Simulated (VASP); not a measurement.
# SiC (P6_3mc) in VASP: notebook

SiC is run at these levels: PBE; tasks: single point.

Everything below comes from runs of VASP 6.6.1. Logs are shortened: lines on timing, memory, paths and dates and some standing lists are left out, and cuts for length are marked.

### 1 The cell of the first run

It takes space group P6_3mc (No. 186, hexagonal). The conventional cell has a = 3.172 Å, b = 3.172 Å, c = 5.206 Å, α = 90.00°, β = 90.00°, γ = 120.00°. Within 2.6 Å of Si (site symmetry 3m) lie 4 C at 1.94 to 1.96 Å. C (site symmetry 3m) has 4 Si at 1.94 to 1.96 Å within 2.6 Å.

### 2 Single point, PBE (11.34 Å³/atom)

Contents of INCAR:

```
  PREC = Accurate
  ENCUT = 520
  EDIFF = 1E-6
  ISMEAR = 0
  SIGMA = 0.05
  LREAL = F
  LASPH = T
  NELM = 60
  ALGO = Normal
  ISIF = 2
  LWAVE = F
  LCHARG = F
  GGA = PE
  NBANDS = 16
```

Contents of KPOINTS:

```
Automatic mesh
0
Gamma
  12 12 6
```

Contents of POSCAR:

```
SiC
1.0
    3.1723910404      0.0000000000      0.0000000000
   -1.5861955202      2.7473712317      0.0000000000
    0.0000000000      0.0000000000      5.2057566479
Si C
2 2
Direct
    0.3333333333      0.6666666667      0.0045355764
    0.6666666667      0.3333333333      0.5045355764
    0.3333333333      0.6666666667      0.3804644236
    0.6666666667      0.3333333333      0.8804644236
```

Potentials or basis: VASP PAW PBE potentials, release 64 (Si, C).

Started as:

```console
> cat potpaw_PBE.64/Si/POTCAR potpaw_PBE.64/C/POTCAR > POTCAR
> mpirun -np 1 vasp_std > vasp.out
```

OUTCAR:

```text
PREC = Accurate
   ENCUT = 520
   EDIFF = 1E-6
   ISMEAR = 0
   LREAL = F
   LASPH = T
   NELM = 60
   ISIF = 2
   GGA = PE

 ion  position               nearest neighbor table
   1  0.333  0.667  0.005-   4 1.94   4 1.94   4 1.94   3 1.96
   2  0.667  0.333  0.505-   3 1.94   3 1.94   3 1.94   4 1.96
   3  0.333  0.667  0.380-   2 1.94   2 1.94   2 1.94   1 1.96
   4  0.667  0.333  0.880-   1 1.94   1 1.94   1 1.94   2 1.96

  LATTYP: Found a hexagonal cell.
 ALAT       =     3.1723910404
 C/A-ratio  =     1.6409567993

  Lattice vectors:

 A1 = (   3.1723910404,   0.0000000000,   0.0000000000)
 A2 = (  -1.5861955202,   2.7473712317,   0.0000000000)
 A3 = (   0.0000000000,   0.0000000000,   5.2057566479)

Analysis of symmetry for initial positions (statically):
=====================================================================
 Subroutine PRICEL returns:
 Original cell was already a primitive cell.

 Routine SETGRP: Setting up the symmetry group for a
 hexagonal supercell.

 Subroutine GETGRP returns: Found 12 space group operations
 (whereof  6 operations were pure point group operations)
 out of a pool of 24 trial point group operations.

The static configuration has the point symmetry C_3v.
 The point group associated with its full space group is C_6v.

Analysis of symmetry for dynamics (positions and initial velocities):
=====================================================================
 Subroutine PRICEL returns:
 Original cell was already a primitive cell.

 Routine SETGRP: Setting up the symmetry group for a
 hexagonal supercell.

 Subroutine GETGRP returns: Found 12 space group operations
 (whereof  6 operations were pure point group operations)
 out of a pool of 24 trial point group operations.

The dynamic configuration has the point symmetry C_3v.
 The point group associated with its full space group is C_6v.

 Subroutine INISYM returns: Found 12 space group operations
 (whereof  6 operations are pure point group operations),
 and found     1 'primitive' translations

----------------------------------------------------------------------------------------

                                     Primitive cell

  volume of cell :      45.3720

  direct lattice vectors                    reciprocal lattice vectors
     3.172391040  0.000000000  0.000000000     0.315219652  0.181992151  0.000000000
    -1.586195520  2.747371232  0.000000000     0.000000000  0.363984302  0.000000000
     0.000000000  0.000000000  5.205756648     0.000000000  0.000000000  0.192095034

  length of vectors
     3.172391040  3.172391040  5.205756648     0.363984302  0.363984302  0.192095034

  position of ions in fractional coordinates (direct lattice)
     0.333333333  0.666666667  0.004535576
     0.666666667  0.333333333  0.504535576
     0.333333333  0.666666667  0.380464424
     0.666666667  0.333333333  0.880464424

  ion indices of the primitive-cell ions
   primitive index   ion index
                 1           1
                 2           2
                 3           3
                 4           4

----------------------------------------------------------------------------------------

 KPOINTS: Automatic mesh

Automatic generation of k-mesh.
 Grid dimensions read from file:
 generate k-points for:   12   12    6

 Generating k-lattice:

  Cartesian coordinates                     Fractional coordinates (reciprocal lattice)
     0.026268304  0.015166013  0.000000000     0.083333333  0.000000000  0.000000000
     0.000000000  0.030332025  0.000000000     0.000000000  0.083333333  0.000000000
     0.000000000  0.000000000  0.032015839     0.000000000  0.000000000  0.166666667

  Length of vectors
     0.030332025  0.030332025  0.032015839

  Shift w.r.t. Gamma in fractional coordinates (k-lattice)
     0.000000000  0.000000000  0.000000000

 Subroutine IBZKPT returns following result:
 ===========================================

 Found     76 irreducible k-points:

 Following reciprocal coordinates:
            Coordinates               Weight
  0.000000  0.000000  0.000000      1.000000
  0.083333  0.000000  0.000000      6.000000
  0.166667  0.000000  0.000000      6.000000
  0.250000  0.000000  0.000000      6.000000
  0.333333 -0.000000  0.000000      6.000000
  0.416667 -0.000000  0.000000      6.000000
[... 16 lines left out ...]
  0.250000  0.000000  0.166667     12.000000
  0.333333 -0.000000  0.166667     12.000000
 [... further k-points ...]
   k-points           NKPTS =     76   k-points in BZ     NKDIM =     76   number of bands    NBANDS=     16
   number of dos      NEDOS =    301   number of ions     NIONS =      4
   total plane-waves  NPLWV =  23040
   dimension x,y,z NGX =    24 NGY =   24 NGZ =   40
   dimension x,y,z NGXF=    48 NGYF=   48 NGZF=   80
   ions per type =               2   2
   NGX,Y,Z   is equivalent  to a cutoff of  12.58, 12.58, 12.77 a.u.
   NGXF,Y,Z  is equivalent  to a cutoff of  25.15, 25.15, 25.55 a.u.
 SYSTEM =  unknown system
   PREC   = accura    normal or accurate (medium, high low for compatibility)
   ISTART =      0    job   : 0-new  1-cont  2-samecut
   ICHARG =      2    charge: 1-file 2-atom 10-const
   ISPIN  =      1    spin polarized calculation?
   LNONCOLLINEAR =      F non collinear calculations
   LSORBIT =      F    spin-orbit coupling
   LASPH  =      T    aspherical Exc in radial PAW
   ENCUT  =  520.0 eV  38.22 Ry    6.18 a.u.   5.90  5.90  9.68*2*pi/ulx,y,z
   NELM   =     60;   NELMIN=  2; NELMDL= -5     # of ELM steps
   EDIFF  = 0.1E-05   stopping-criterion for ELM
   LREAL  =      F    real-space projection
   EDIFFG = 0.1E-04   stopping-criterion for IOM
   NSW    =      0    number of steps for IOM
[... 5 lines left out ...]
   TEBEG  =    0.0;   TEEND  =   0.0 temperature during run
   PSTRESS=    0.0 pullay stress
   NELECT =      16.0000    total number of electrons
   NUPDOWN=      -1.0000    fix difference up-down
   EMIN   =  10.00;   EMAX   =-10.00  energy-range for DOS
   EFERMI =   0.00;   METHOD = LEGACY
   ISMEAR =     0;   SIGMA  =   0.05  broadening in eV -4-tet -1-fermi 0-gaus
   EFERMI_NEDOS =   21; number of points for ismear=-14 and -15
   IALGO  =     38    algorithm
   IMIX   =      4    mixing-type and parameters
     AMIX     =   0.40;   BMIX     =  1.00
     AMIX_MAG =   1.60;   BMIX_MAG =  1.00
  volume/ion in A,a.u.               =      11.34        76.55
  Fermi-wavevector in a.u.,A,eV,Ry     =   1.156606  2.185669 18.201029  1.337738
  Thomas-Fermi vector in A             =   2.293225
   LORBIT       =      0    0 simple, 1 ext, 2 COOP (PROOUT), +10 PAW based schemes
   GGA     = PE    functional components
   LHFCALC =     F    Hartree Fock is set to
   AEXX    =    0.0000 exact exchange contribution
   IVDW    =     0    specifies the selected vdW correction
   LEPSILON=     F    determine dielectric tensor
   LRPA    =     F    only Hartree local field effects (RPA)
 non-spin polarized calculation
 Gauss-broadening in eV      SIGMA  =   0.05
  energy-cutoff  :      520.00
  volume of cell :       45.37
 maximum number of plane-waves:      1248
 NGX is ok and might be reduce to    24
   NGX = 11   NGY = 11   NGZ = 19

 number of electron      16.0000001 magnetization

 Free energy of the ion-electron system (eV)
  ---------------------------------------------------
  ext. energy  EPLUGINS =         0.00000000
  ---------------------------------------------------
  free energy    TOTEN  =       -29.95291724 eV

  energy without entropy =      -29.95291724  energy(sigma->0) =      -29.95291724

 E-fermi :   7.4440     XC(G=0): -10.9509

 val. band max:        7.2404351459   @ k =   0.0000   0.0000   0.0000
 cond. band min:       9.6770692875   @ k =   0.3333   0.3333   0.0000
 fundamental gap:      2.4366341416
 Fermi energy:         7.4440196947

 k-point     1 :       0.0000    0.0000    0.0000
  band No.  band energies     occupation
      1      -7.6064      2.00000
      2      -4.3716      2.00000
      3      -0.9412      2.00000
      4       5.9710      2.00000
      5       5.9710      2.00000
      6       7.1391      2.00000
[... 8 lines left out ...]
     15      15.5690      0.00000
     16      17.8538      0.00000

 k-point     2 :       0.0833    0.0000    0.0000
  band No.  band energies     occupation
      1      -7.4945      2.00000
      2      -4.2757      2.00000
      3      -0.8423      2.00000
      4       5.3075      2.00000
      5       5.7784      2.00000
      6       6.7645      2.00000
[... 8 lines left out ...]
     15      15.8625      0.00000
     16      17.3031      0.00000

 k-point     3 :       0.1667    0.0000    0.0000
  band No.  band energies     occupation
      1      -7.1621      2.00000
      2      -3.9970      2.00000
      3      -0.5575      2.00000
      4       3.9001      2.00000
      5       5.3383      2.00000
      6       5.6510      2.00000
[... 8 lines left out ...]
     15      16.3818      0.00000
     16      16.5734      0.00000

 k-point     4 :       0.2500    0.0000    0.0000
  band No.  band energies     occupation
      1      -6.6208      2.00000
      2      -3.5715      2.00000
      3      -0.1502      2.00000
      4       2.4163      2.00000
      5       4.3050      2.00000
      6       4.8570      2.00000
[... 8 lines left out ...]
     15      16.7195      0.00000
     16      17.4962      0.00000
[... 324 lines left out ...]
 k-point    22 :       0.1667    0.0000    0.1667
  band No.  band energies     occupation
      1      -7.0375      2.00000
      2      -4.4473      2.00000
      3       0.0758      2.00000
      4       4.0178      2.00000
      5       5.2719      2.00000
      6       5.4235      2.00000
[... 8 lines left out ...]
     15      16.3746      0.00000
     16      16.9786      0.00000

 k-point    23 :       0.2500    0.0000    0.1667
  band No.  band energies     occupation
      1      -6.4983      2.00000
      2      -3.9901      2.00000
      3       0.3687      2.00000
      4       2.6168      2.00000
      5       3.9400      2.00000
      6       4.9482      2.00000
[... 8 lines left out ...]
     15      17.3581      0.00000
     16      17.3781      0.00000

 k-point    24 :       0.3333   -0.0000    0.1667
  band No.  band energies     occupation
      1      -5.7810      2.00000
      2      -3.4565      2.00000
      3       0.1649      2.00000
      4       1.9784      2.00000
      5       2.5992      2.00000
      6       4.5522      2.00000
[... 8 lines left out ...]
     15      17.6721      0.00000
     16      18.5333      0.00000

 [... further k-points ...]

------------------------ aborting loop because EDIFF is reached ----------------------------------------

  FORCE on cell =-STRESS in cart. coord.  units (eV):
  Direction    XX          YY          ZZ          XY          YZ          ZX
  --------------------------------------------------------------------------------------
  -------------------------------------------------------------------------------------
  Total       -4.0310166     -4.0310166     -3.9294807      0.0000000      0.0000000      0.0000000
  in kB     -142.3433709   -142.3433709   -138.7579329      0.0000000      0.0000000      0.0000000
  external PRESSURE =    -141.1482249 kB  Pullay stress =       0.0000000 kB

 VOLUME and BASIS-vectors are now :
 -----------------------------------------------------------------------------
  energy-cutoff  :      520.00
  volume of cell :       45.37
      direct lattice vectors                 reciprocal lattice vectors
     3.172391040  0.000000000  0.000000000     0.315219652  0.181992151  0.000000000
    -1.586195520  2.747371232  0.000000000     0.000000000  0.363984302  0.000000000
     0.000000000  0.000000000  5.205756648     0.000000000  0.000000000  0.192095034

 POSITION                                       TOTAL-FORCE (eV/Angst)
 -----------------------------------------------------------------------------------
     -0.00000      1.83158      0.02361        -0.000000      0.000000     -0.006784
      1.58620      0.91579      2.62649         0.000000      0.000000     -0.006784
     -0.00000      1.83158      1.98061         0.000000     -0.000000      0.006784
      1.58620      0.91579      4.58348        -0.000000      0.000000      0.006784
 -----------------------------------------------------------------------------------
    total drift:                                0.000000      0.000000     -0.000207

  FREE ENERGIE OF THE ION-ELECTRON SYSTEM (eV)
  ---------------------------------------------------
  free  energy   TOTEN  =       -29.9529172434 eV

  energy  without entropy=      -29.9529172434  energy(sigma->0) =      -29.95291724
```

Run time: 25 s. Hardware: 1 thread of Intel Xeon Platinum 8488C (Sapphire Rapids), shared host; peak memory 0.18 GiB.

What came out:

* Free energy: -29.9529 eV
* Pressure: -14.1 GPa
* Largest force: 0.007 eV/Å
* Band gap on the k mesh: 2.44 eV (least direct gap 3.79 eV)

Forces on the atoms (eV/Å):
```
Si   0.000  0.000 -0.007
Si   0.000  0.000 -0.007
C    0.000  0.000  0.007
C    0.000  0.000  0.007
```

Stress tensor (GPa, compression positive):
```
-14.23   0.00   0.00
  0.00 -14.23   0.00
  0.00   0.00 -13.88
```

Caveat: the cell stands under tension. A k mesh can miss the band edges.

### 3 Single point, PBE (11.34 Å³/atom)

Contents of INCAR:

```
SYSTEM = SiC
PREC = Accurate ; ENCUT = 520
EDIFF = 1E-6 ; ISMEAR = 0
SIGMA = 0.05 ; LREAL = .FALSE.
LASPH = .TRUE. ; NELM = 60
ALGO = Normal ; ISIF = 2
LWAVE = .FALSE. ; LCHARG = .FALSE.
GGA = PE ; NBANDS = 16
```

Contents of KPOINTS:

```
regular mesh
0
G
  12 12 6
  0 0 0
```

Contents of POSCAR:

```
SiC
1.0
    3.0887539983      0.0000000000      0.0000000000
   -1.5443769992      2.6749394286      0.0000000000
    0.0000000000      0.0000000000      5.4914957336
Si C
2 2
Direct
    0.3333333333      0.6666666667      0.0054631762
    0.6666666667      0.3333333333      0.5054631762
    0.3333333333      0.6666666667      0.3795368238
    0.6666666667      0.3333333333      0.8795368238
```

Potentials or basis: VASP PAW PBE potentials, release 64 (Si, C).

Started as:

```console
> cat potpaw_PBE.64/Si/POTCAR potpaw_PBE.64/C/POTCAR > POTCAR
> mpirun -np 1 vasp_std > vasp.out
```

Run time: 26 s. Hardware: 1 thread of Intel Xeon Platinum 8488C (Sapphire Rapids), shared host; peak memory 0.18 GiB.

Results (log left out):

```
Free energy            : -29.7032 eV
Pressure               : -12.6 GPa
Band gap on the k mesh : 2.09 eV (least direct gap 3.64 eV)
```

Stress tensor (GPa, compression positive):
```
 -1.64   0.00   0.00
  0.00  -1.64   0.00
  0.00   0.00 -34.59
```

Levels at points of the mesh, in eV from the valence-band top:
```tsv
k point	band 6	band 7	band 8	band 9	band 10	band 11
(0.00, 0.00, 0.00)	-0.60	0.00	0.00	3.64	5.12	6.65
(0.50, 0.00, 0.00)	-3.08	-2.87	-1.36	3.06	3.57	5.80
(0.00, 0.00, 0.50)	-0.50	-0.50	-0.50	5.87	5.87	7.28
(0.50, 0.00, 0.50)	-2.64	-2.22	-2.22	2.62	2.62	4.67
```

Caveat: the stress differs along the axes, from -35 to -2 GPa. PBE gaps usually lie below the measured ones, often by a third to a half.
